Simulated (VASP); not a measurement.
A run of VASP 6.6.1 is set up as follows.

INCAR

```
PREC = Accurate
ENCUT = 520
EDIFF = 1E-6
ISMEAR = -1
SIGMA = 0.05
LREAL = False
LASPH = True
NELM = 60
ALGO = Fast
ISIF = 2
LWAVE = False
LCHARG = True
GGA = CA
LELF = True
LVHAR = True
NBANDS = 21
```

KPOINTS

```
regular mesh
0
Gamma
  9 9 5
```

File POSCAR:

```
Pb
1.0
    3.0386068135     -1.7503199600      0.0000000000
    3.0386068135      1.7503199600      0.0000000000
   -2.1154626375      0.0000000000      6.0952248674
Pb
2
Direct
    0.9085084100      0.9085084100      0.7262922000
    0.0914915900      0.0914915900      0.2737078000
```

Potentials or basis: VASP PAW LDA potentials, release 64 (Pb_d).

Launch:

```console
$ cat potpaw_LDA.64/Pb_d/POTCAR > POTCAR
$ mpirun -np 1 vasp_std > vasp.out
```

**Question.** Estimate the pressure.

**Answer.** -3.2 GPa.

**Question.** Predict the largest force.

**Answer.** 0.172 eV/Å.

Stress tensor (GPa, compression positive):
```
-3.10  0.00  0.00
 0.00 -3.11  0.00
 0.00  0.00 -3.24
```
